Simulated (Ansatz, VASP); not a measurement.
MoSe in VASP and in Ansatz

The input INCAR:

```
SYSTEM = MoSe
ALGO     = Normal         ! electronic algorithm
EDIFF    = 1E-7           ! SCF threshold, eV
ENCUT    = 520            ! plane-wave cutoff, eV
GGA      = PE             ! functional
ISIF     = 2              ! what is computed and relaxed
ISMEAR   = 0              ! smearing method
ISPIN    = 2              ! spin polarisation
LASPH    = .True.         ! aspherical terms in the spheres
LCHARG   = .False.        ! write CHGCAR
LDAU     = .True.         ! DFT+U
LDAUJ    = 0 0          
LDAUL    = 2 -1           ! shell
LDAUPRINT= 1            
LDAUTYPE = 2            
LDAUU    = 4 0            ! U, eV
LMAXMIX  = 4              ! l up to which the mixer works
LORBIT   = 11             ! projections on sites
LREAL    = .False.        ! projectors in reciprocal space
LWAVE    = .False.        ! write WAVECAR
MAGMOM   = 2 0            ! initial moments
NBANDS   = 21             ! bands
NELM     = 150            ! most SCF steps
PREC     = Accurate       ! precision mode
SIGMA    = 0.05           ! smearing width, eV
```

KPOINTS

```
k-points
0
Gamma
  12 12 12
  0 0 0
```

File POSCAR:

```
MoSe
1.0
    0.0000000000      2.8392909707      2.8392909707
    2.8392909707      0.0000000000      2.8392909707
    2.8392909707      2.8392909707      0.0000000000
Mo Se
1 1
Direct
    0.0000000000      0.0000000000      0.0000000000
    0.2500000000      0.2500000000      0.2500000000
```

Input for Ansatz:

```yaml
crystal:
  lattice:
    - [0.0, 2.8392909707, 2.8392909707]
    - [2.8392909707, 0.0, 2.8392909707]
    - [2.8392909707, 2.8392909707, 0.0]
  atoms:
    - { symbol: Mo, position: [0.0, 0.0, 0.0], spin: 2.0 }
    - { symbol: Se, position: [0.25, 0.25, 0.25] }
basis:
  ecutwfc: 420
kpoints:
  mp_grid: { grid: [12, 12, 12] }
hamiltonian:
  xc: pbe
  hubbard: { sites: [{ species: Mo, l: d, u_eff: 4.0 }] }
scf:
  occupations: { method: gaussian, width: 0.05 }
output:
  forces: true
  stress: true
  eigenvalues: true
  populations: true
magnetization:
  spin_polarized: true
```

Alike in both runs: task single point; functional PBE; k mesh 12 × 12 × 12; occupations gaussian, width 0.05 eV; collinear spin; Hubbard terms Mo d U = 4.0 eV.

```csv
,VASP,Ansatz
version,VASP 6.6.1,Ansatz 0.2.0
potentials or method,"VASP PAW PBE potentials, release 64 (Mo_sv, Se), cutoff 520 eV","scalar-relativistic, plane waves, PAW"
valence electrons in the cell,20,30
```

Ansatz gave:

- gap on the k mesh at the Fermi level (eV): none
- pressure (GPa): 25.6
- net moment per atom (μB): 2.00
- size of the moment on the site where the two differ most (μB): 2.71

Task: Estimate VASP's values.

Result: gap on the k mesh at the Fermi level (eV): none; pressure (GPa): 13.7; net moment per atom (μB): 1.46; size of the moment on the site where the two differ most (μB): 2.77.

The net moments are unlike, so the other rows may belong to different states. Site moments also hang on the region over which each program counts them. The programs project onto different local orbitals, so the same U acts differently, and such runs can settle in different states. A gap of «none» marks a metal or a gap that the smearing closes. VASP's potentials hold 20 valence electrons a cell and Ansatz's 30, so a difference there can come from the potentials and not from the codes. Ansatz's warnings: filled band counts differ across k points.
